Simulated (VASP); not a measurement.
Here is a VASP 6.6.1 calculation.

The input INCAR:

```
ALGO = Normal
EDIFF = 1E-7
EDIFFG = -0.04
ENCUT = 600
GGA = PE
IBRION = 2
ISIF = 3
ISMEAR = 0
ISPIN = 2
LASPH = T
LCHARG = F
LORBIT = 11
LREAL = F
LWAVE = F
MAGMOM = 0 1 1 1
NELM = 150
NSW = 90
PREC = Accurate
SIGMA = 0.1
```

KPOINTS

```
k-points
0
Gamma
  6 6 6
```

Contents of POSCAR:

```
MgO3
1.0
   -2.3044918200      2.3044918200      2.3044918200
    2.3044918200     -2.3044918200      2.3044918200
    2.3044918200      2.3044918200     -2.3044918200
Mg O
1 3
Direct
    0.0000000000      0.0000000000      0.0000000000
    0.0000000000      0.5000000000      0.5000000000
    0.5000000000      0.0000000000      0.5000000000
    0.5000000000      0.5000000000      0.0000000000
```

Potentials or basis: VASP PAW PBE potentials, release 64 (Mg, O).

The run is started by

```sh
$ cat potpaw_PBE.64/Mg/POTCAR potpaw_PBE.64/O/POTCAR > POTCAR
$ mpirun -np 1 vasp_std > vasp.out
```

**Question.** What does it give for the space group after relaxing (to 0.05 Å)?

**Answer.** Im-3m (No. 229).

**Question.** Predict the net moment.

**Answer.** 1.00 μB per cell.

Final structure:
```cif
data_structure
_symmetry_space_group_name_H-M 'P 1'
_symmetry_Int_Tables_number 1
_cell_length_a 3.6168
_cell_length_b 3.6168
_cell_length_c 3.6168
_cell_angle_alpha 109.471
_cell_angle_beta 109.471
_cell_angle_gamma 109.471
_cell_volume 36.42
loop_
_atom_site_label
_atom_site_type_symbol
_atom_site_fract_x
_atom_site_fract_y
_atom_site_fract_z
_atom_site_occupancy
Mg1 Mg 0.00000 0.00000 0.00000 1
O1 O 0.00000 0.50000 0.50000 1
O2 O 0.50000 0.00000 0.50000 1
O3 O 0.50000 0.50000 0.00000 1
```
